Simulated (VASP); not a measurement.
# HCl (Fmmm) in VASP: notebook, part 2 of 2

VASP 6.6.1.

### 3 Single point, PBEsol

This run uses another cell than the first one, of the same volume but with other edges.

INCAR

```
PREC     = Accurate       # precision mode
ENCUT    = 520            # plane-wave cutoff, eV
EDIFF    = 1E-7           # SCF threshold, eV
ISMEAR   = 0              # smearing method
SIGMA    = 0.15           # smearing width, eV
LREAL    = F              # projectors in reciprocal space
LASPH    = T              # aspherical terms in the spheres
NELM     = 100            # most SCF steps
ALGO     = Fast           # electronic algorithm
ISIF     = 2              # what is computed and relaxed
LWAVE    = F              # write WAVECAR
LCHARG   = F              # write CHGCAR
GGA      = PS             # functional
NBANDS   = 11             # bands
```

KPOINTS

```
Automatic mesh
0
Gamma
  18 18 18
```

POSCAR

```
HCl
1.0
    0.0000000000      2.5172713773      3.2239894349
    2.3667056126      0.0000000000      3.2239894349
    2.3667056126      2.5172713773      0.0000000000
H Cl
1 1
Direct
    0.0000000000      0.0000000000      0.0000000000
    0.5000000000      0.5000000000      0.5000000000
```

Potentials or basis: VASP PAW PBE potentials, release 64 (H, Cl).

Launch:

```console
cat potpaw_PBE.64/H/POTCAR potpaw_PBE.64/Cl/POTCAR > POTCAR
mpirun -np 1 vasp_std > vasp.out
```

Run time: 15 min. Hardware: 1 thread of Oxide Virtual Turin-like, shared host; peak memory 0.39 GiB.

The run converged. Its results:

- Free energy: -3.5705 eV
- Pressure: -10.4 GPa
- Band gap on the k mesh: zero (bands 4 and 5 overlap by 0.30 eV)

Stress tensor (GPa, compression positive):
```
-18.02   0.00   0.00
  0.00 -11.16   0.00
  0.00   0.00  -2.05
```

Levels at points of the mesh, in eV from the Fermi level:
```csv
k point,band 1,band 2,band 3,band 4,band 5,band 6,band 7,band 8,band 9
"(0.00, 0.00, 0.00)",-13.51,-0.38,-0.26,-0.12,0.02,9.47,11.43,13.50,13.91
"(0.50, 0.00, 0.00)",-12.97,-3.89,-0.65,-0.12,3.24,7.76,10.44,12.33,13.88
"(0.50, 0.50, 0.00)",-13.22,-2.05,-0.67,-0.36,0.08,10.02,10.64,15.92,16.50
"(0.50, 0.00, 0.50)",-12.70,-2.30,-1.76,-0.40,-0.36,9.52,13.13,13.38,13.76
"(0.00, 0.50, 0.50)",-12.66,-2.26,-1.76,-0.60,-0.40,9.08,13.32,13.92,14.49
```

Caveat: the stress differs along the axes, from -18 to -2 GPa; semilocal functionals underestimate gaps, and a narrow one can read as zero; the PAW data sets were made with another functional, which shifts forces and pressure a little.

### 4 Single point, PBEsol

This run uses another cell than the first one, of the same volume but with other edges.

INCAR

```
SYSTEM = HCl
  PREC = Accurate
  ENCUT = 520
  EDIFF = 1E-6
  ISMEAR = 0
  SIGMA = 0.15
  LREAL = .False.
  LASPH = .True.
  NELM = 60
  ALGO = Fast
  ISIF = 2
  LWAVE = .False.
  LCHARG = .False.
  GGA = PS
  NBANDS = 11
```

KPOINTS

```
Automatic mesh
0
Gamma
  18 18 18
  0 0 0
```

POSCAR

```
HCl
1.0
    0.0000000000      2.5913508940      3.0422943860
    2.4363542050      0.0000000000      3.0422943860
    2.4363542050      2.5913508940      0.0000000000
H Cl
1 1
Direct
    0.0000000000      0.0000000000      0.0000000000
    0.5000000000      0.5000000000      0.5000000000
```

Potentials or basis: VASP PAW PBE potentials, release 64 (H, Cl).

Launch:

```console
cat potpaw_PBE.64/H/POTCAR potpaw_PBE.64/Cl/POTCAR > POTCAR
mpirun -np 1 vasp_std > vasp.out
```

OUTCAR:

```text
SYSTEM = HCl
   PREC = Accurate
   ENCUT = 520
   EDIFF = 1E-6
   ISMEAR = 0
   LREAL = .False.
   LASPH = .True.
   NELM = 60
   ISIF = 2
   GGA = PS

 ion  position               nearest neighbor table
   1  0.000  0.000  0.000-
   2  0.500  0.500  0.500-

  LATTYP: Found a face centered orthorhombic cell.
 ALAT       =     4.8727084100
 B/A-ratio  =     1.0636182903
 C/A-ratio  =     1.2487077535

  Lattice vectors:

 A1 = (   0.0000000000,   2.5913508940,   3.0422943860)
[... 523 lines left out ...]

------------------------ aborting loop because EDIFF is reached ----------------------------------------

  FORCE on cell =-STRESS in cart. coord.  units (eV):
  Direction    XX          YY          ZZ          XY          YZ          ZX
  --------------------------------------------------------------------------------------
  -------------------------------------------------------------------------------------
  Total       -4.2246727     -2.6594222     -0.8365412     -0.0000000      0.0000000      0.0000000
  in kB     -176.1999422   -110.9174773    -34.8899240     -0.0000000      0.0000000      0.0000000
  external PRESSURE =    -107.3357811 kB  Pullay stress =       0.0000000 kB

 VOLUME and BASIS-vectors are now :
 -----------------------------------------------------------------------------
  energy-cutoff  :      520.00
  volume of cell :       38.41
      direct lattice vectors                 reciprocal lattice vectors
     0.000000000  2.591350894  3.042294386    -0.205224675  0.192949554  0.164349644
     2.436354205  0.000000000  3.042294386     0.205224675 -0.192949554  0.164349644
     2.436354205  2.591350894  0.000000000     0.205224675  0.192949554 -0.164349644

 POSITION                                       TOTAL-FORCE (eV/Angst)
 -----------------------------------------------------------------------------------
      0.00000      0.00000      0.00000         0.000000     -0.000000      0.000000
      2.43635      2.59135      3.04229         0.000000      0.000000     -0.000000
 -----------------------------------------------------------------------------------
    total drift:                                0.000000     -0.000000      0.000000

  FREE ENERGIE OF THE ION-ELECTRON SYSTEM (eV)
  ---------------------------------------------------
  free  energy   TOTEN  =        -3.4058198800 eV

  energy  without entropy=       -3.4024876188  energy(sigma->0) =       -3.40415375
```

stdout:

```text
POSCAR found type information on POSCAR H Cl
 POSCAR found :  2 types and       2 ions
 scaLAPACK will be used
 -----------------------------------------------------------------------------
|                                                                             |
|                                                                             |
|     You enforced a specific xc type in the INCAR file but a different       |
|     I HOPE YOU KNOW WHAT YOU ARE DOING!                                     |
|                                                                             |
 -----------------------------------------------------------------------------

 LDA part: xc-table for (Slater+PW92), standard interpolation
 POSCAR, INCAR and KPOINTS ok, starting setup
 FFT: planning ... GRIDC
 FFT: planning ... GRID_SOFT
 FFT: planning ... GRID
 WAVECAR not read
 entering main loop
```

Wall time 6.8 min (1 thread of Oxide Virtual Turin-like, shared host); peak memory 0.39 GiB.

Results:

```
Free energy            : -3.4058 eV
Pressure               : -10.7 GPa
Band gap on the k mesh : zero (bands 4 and 5 overlap by 0.24 eV)
```

Caveat: the stress differs along the axes, from -18 to -3 GPa; semilocal functionals underestimate gaps, and a narrow one can read as zero; the PAW data sets were made with another functional, which shifts forces and pressure a little.

### 5 Summary

| cell | further INCAR settings | gap on the mesh (eV) | pressure (GPa) |
| --- | --- | --- | --- |
| a = 3.813, b = 3.689, c = 3.876 Å, angles 60.5, 57.3, 62.2°, 2 atoms | ALGO = Fast; EDIFF = 1e-06; NBANDS = 11 | none | -10.8 |
| a = 4.090, b = 3.999, c = 3.455 Å, angles 66.1, 63.4, 50.6°, 2 atoms | ALGO = Fast; EDIFF = 1e-07; NBANDS = 11 | none | -10.4 |
| a = 3.996, b = 3.898, c = 3.557 Å, angles 64.6, 61.8, 53.5°, 2 atoms | ALGO = Fast; EDIFF = 1e-06; NBANDS = 11 | none | -10.7 |

Alike in all rows: task single point; level PBEsol; potentials or basis VASP PAW PBE potentials, release 64 (H, Cl); no spin polarisation; k mesh 18 × 18 × 18; cutoff (eV) 520; smearing gaussian 0.15 eV.

Caveats: semilocal functionals underestimate gaps, and a narrow one can read as zero; the PAW data sets were made with another functional, which shifts forces and pressure a little; the stress differs along the axes, from -15 to -7 GPa (at least some runs); the nearest neighbours stand farther apart than a usual bond (at least some runs); the stress differs along the axes, from -18 to -2 GPa (at least some runs); the stress differs along the axes, from -18 to -3 GPa (at least some runs).

Total energies depend on the potentials used, so only differences within one code and one set of settings carry meaning.
